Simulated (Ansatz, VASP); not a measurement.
Be24NO: VASP beside Ansatz

```
CELL_PARAMETERS angstrom
4.52544 0.00000 0.00000
0.00000 7.13362 0.00000
0.00000 0.00000 22.36855
ATOMIC_POSITIONS crystal
Be 0.00000 0.37500 0.17882
Be 0.00000 0.87500 0.17882
Be 0.50000 0.37500 0.17882
Be 0.50000 0.87500 0.17882
Be 0.25000 0.12500 0.20802
Be 0.25000 0.62500 0.20802
Be 0.75000 0.12500 0.20802
Be 0.75000 0.62500 0.20802
Be 0.25000 0.37500 0.26643
Be 0.25000 0.87500 0.26643
Be 0.75000 0.37500 0.26643
Be 0.75000 0.87500 0.26643
Be 0.00000 0.12500 0.29031
Be 0.00000 0.62500 0.29031
Be 0.50000 0.12500 0.29031
Be 0.50000 0.62500 0.29031
Be 0.00000 0.37500 0.35468
Be 0.00000 0.87500 0.35468
Be 0.50000 0.37500 0.35468
Be 0.50000 0.87500 0.35468
Be 0.25000 0.12500 0.37412
Be 0.25000 0.62500 0.37412
Be 0.75000 0.12500 0.37412
Be 0.75000 0.62500 0.37412
N 0.75000 0.45833 0.46040
O 0.81984 0.52817 0.50609
```

Alike in both runs: task single point; functional PBE; k mesh 6 × 4 × 1; occupations gaussian, width 0.1 eV; collinear spin.

|  | VASP | Ansatz |
| --- | --- | --- |
| version | VASP 6.6.1 | Ansatz 0.2.0 |
| potentials or method | VASP PAW PBE potentials, release 64 (Be, N, O), cutoff 520 eV | scalar-relativistic, plane waves, PAW |
| valence electrons in the cell | 59 | 59 |

```csv
,VASP,Ansatz,Ansatz less VASP
gap on the k mesh at the Fermi level (eV),none,none,-
rms of the force components (eV/Å),0.231,0.299,+0.0678
net moment per atom (μB),0.02,0.02,0.000
size of the moment on the site where the two differ most (μB),0.21,0.11,-0.095
```

Site moments also hang on the region over which each program counts them. Atom by atom the forces differ by 0.175 eV/Å (rms over components). A gap of «none» marks a metal or a gap that the smearing closes. One of these differences is far larger than is usual between the two programs; its cause wasn't traced.

Noted on VASP's run: the standard files for N, O and F lose accuracy on very short bonds.
